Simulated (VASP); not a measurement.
Write the native input for VASP 6.6.1 that does the following.

| Item | Value |
| --- | --- |
| Task | single point |
| Functional | PBE |
| Potentials or basis | VASP PAW PBE potentials, release 64 (Pt, Se) |
| Cutoff | 520 eV |
| k mesh | 8 × 8 × 8 |
| Occupations | fermi-dirac, width 0.02 eV |
| Spin | no spin polarisation |
| Dipole correction | no |
| Further INCAR settings | ALGO = Normal; EDIFF = 1e-06; NBANDS = 18 |

The structure of PtSe2 lies in POSCAR:

```
PtSe2
1.0
    1.8457016943      1.0656163701      5.7607123488
   -1.8457016943      1.0656163701      5.7607123488
    0.0000000000     -2.1312327401      5.7607123488
Pt Se
1 2
Direct
    0.0000000000      0.0000000000      0.0000000000
    0.2567812158      0.2567812158      0.2567812158
    0.7432187842      0.7432187842      0.7432187842
```

The input as run:

INCAR

```
SYSTEM = PtSe2
ALGO = Normal
EDIFF = 1E-6
ENCUT = 520
GGA = PE
ISIF = 2
ISMEAR = -1
LASPH = .TRUE.
LCHARG = .FALSE.
LREAL = .FALSE.
LWAVE = .FALSE.
NBANDS = 18
NELM = 80
PREC = Accurate
SIGMA = 0.02
```

KPOINTS

```
k-points
0
G
  8 8 8
  0 0 0
```

Potentials or basis: VASP PAW PBE potentials, release 64 (Pt, Se).

Launch:

```bash
$ cat potpaw_PBE.64/Pt/POTCAR potpaw_PBE.64/Se/POTCAR > POTCAR
$ mpirun -np 1 vasp_std > vasp.out
```

Results of the run:

```yaml
Pressure: 3.6 GPa
Largest_force: 0.136 eV/Å
Band_gap_on_the_k_mesh: 0.38 eV (least direct gap 0.78 eV)
```

Caveat: the cell stands under pressure; spin-orbit coupling is left out, which moves the levels of the heavy elements.

It took 3.1 min on 1 thread of Intel Xeon 8259CL (shared host), peak memory 0.35 GiB.
